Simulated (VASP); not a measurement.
MnF2: single point with PBE

MnF2:

```
Mn F
1.0
     3.77335    0.00000    0.00000
    -1.88668    3.26782    0.00000
     0.00000    0.00000    2.74399
Mn F
1 2
Direct
  0.00000 0.00000 0.00000
  0.33333 0.66667 0.50000
  0.66667 0.33333 0.50000
```

The cell was generated, and may not be a known phase.

```yaml
Program: VASP 6.6.1
Task: single point
Functional: PBE
Potentials_or_basis: VASP PAW PBE potentials, release 64 (Mn_pv, F)
Cutoff: 520 eV
k_mesh: 6 × 6 × 6
Occupations: gaussian, width 0.1 eV
Spin: collinear spin, ferromagnetic start
Starting_moments: "[4.0, 0.0, 0.0] μB"
Dipole_correction: no
Further_INCAR_settings: ALGO = Normal; EDIFF = 1e-06; NBANDS = 24
```

```yaml
Pressure: -0.3 GPa
Band_gap_on_the_k_mesh: 0.52 eV (least direct gap 1.09 eV)
Net_moment: 5.00 μB per cell
Site_moments: Mn +4.58; F +0.09 μB
Valence_electrons_inside_the_program's_atomic_spheres: Mn 11.06; F 6.05
```

Stress tensor (GPa, compression positive):
```
-0.34  0.00  0.00
 0.00 -0.34  0.00
 0.00  0.00 -0.11
```

Levels at points of the mesh, in eV from the valence-band top:
Spin up:
```tsv
k point	band 13	band 14	band 15	band 16	band 17	band 18	band 19	band 20
(0.00, 0.00, 0.00)	-1.53	-1.06	-0.97	-0.97	0.81	11.44	11.44	14.42
(0.50, 0.00, 0.00)	-1.55	-1.51	-0.73	-0.03	4.31	7.19	11.48	14.55
(0.00, 0.00, 0.50)	-1.86	-0.94	-0.05	-0.05	5.06	7.83	13.73	13.73
(0.50, 0.00, 0.50)	-1.23	-0.85	-0.78	-0.49	6.74	6.79	10.58	10.70
```
Spin down:
```tsv
k point	band 8	band 9	band 10	band 11	band 12	band 13	band 14	band 15
(0.00, 0.00, 0.00)	-2.24	-1.43	-1.43	-0.90	0.52	2.72	3.10	3.10
(0.50, 0.00, 0.00)	-1.95	-1.58	-1.36	-0.70	1.06	2.57	3.06	3.23
(0.00, 0.00, 0.50)	-3.55	-2.23	-1.68	-1.68	2.55	2.55	2.85	2.85
(0.50, 0.00, 0.50)	-3.68	-3.50	-1.45	-0.30	2.34	2.68	2.99	3.24
```

Run time: 40 s on 1 thread of Intel(R) Xeon(R) Platinum 8259CL CPU @ 2.50GHz (Skylake/Cascade Lake), with other jobs on the host, peak memory 0.17 GiB.

Caveat: a cell with one magnetic atom can't hold antiferromagnetic order, which such compounds often take. A k mesh can miss the band edges.
